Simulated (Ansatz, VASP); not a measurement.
Two plane-wave programs on Mo

File POSCAR:

```
Mo
1.0
    0.0000000000      2.0150000000      2.1157500000
    2.0150000000      0.0000000000      2.1157500000
    2.0150000000      2.0150000000      0.0000000000
Mo
1
Direct
    0.0000000000      0.0000000000      0.0000000000
```

File INCAR.step1:

```
SYSTEM = Mo
  PREC = Accurate
  ENCUT = 520
  ISMEAR = 0
  SIGMA = 0.15
  LREAL = .FALSE.
  LASPH = .TRUE.
  NELM = 60
  NBANDS = 13
  GGA = PE
  ALGO = Normal
  EDIFF = 1E-4
  LWAVE = .TRUE.
  LCHARG = .FALSE.
```

INCAR.step2

```
SYSTEM = Mo
  PREC = Accurate
  ENCUT = 520
  EDIFF = 1E-7
  ISMEAR = 0
  SIGMA = 0.15
  LREAL = .FALSE.
  LASPH = .TRUE.
  NELM = 60
  ALGO = Normal
  ISIF = 2
  LWAVE = .FALSE.
  LCHARG = .TRUE.
  METAGGA = R2SCAN
  LMIXTAU = .TRUE.
  LELF = .TRUE.
  LVHAR = .TRUE.
  NBANDS = 13
  ISTART = 1
```

The input KPOINTS:

```
regular mesh
0
G
  20 20 20
  0 0 0
```

Input for Ansatz:

```yaml
crystal:
  lattice:
    - [0.0, 2.015, 2.11575]
    - [2.015, 0.0, 2.11575]
    - [2.015, 2.015, 0.0]
  atoms:
    - { symbol: Mo, position: [0.0, 0.0, 0.0] }
basis:
  ecutwfc: 500
kpoints:
  mp_grid: { grid: [20, 20, 20] }
hamiltonian:
  xc: r2scan
scf:
  occupations: { method: gaussian, width: 0.15 }
output:
  forces: true
  stress: true
  eigenvalues: true
```

Change from the starting cell: strain +0.000 along x and y, +0.050 along z, atoms carried along.

Alike in both runs: task single point; functional r2SCAN; k mesh 20 × 20 × 20; occupations gaussian, width 0.15 eV; no spin polarisation.

```csv
,VASP,Ansatz
version,VASP 6.6.1,Ansatz 0.2.0
potentials or method,"VASP PAW PBE potentials, release 64 (Mo_sv), cutoff 520 eV","scalar-relativistic, plane waves, PAW"
valence electrons in the cell,14,14
```

Ansatz gave:

| Item | Value |
| --- | --- |
| gap on the k mesh at the Fermi level (eV) | none |
| pressure (GPa) | -17.0 |
| traceless stress, the component that is largest in VASP (GPa) | 6.16 |

**Question.** What did VASP give for the same quantities?

**Answer.** gap on the k mesh at the Fermi level (eV): none; pressure (GPa): -16.3; traceless stress, the component that is largest in VASP (GPa): 6.14.

VASP's potentials were made for PBE, not for r2SCAN. A gap of «none» marks a metal or a gap that the smearing closes. With one functional, cell and mesh, what is left measures potentials, basis and numerics.
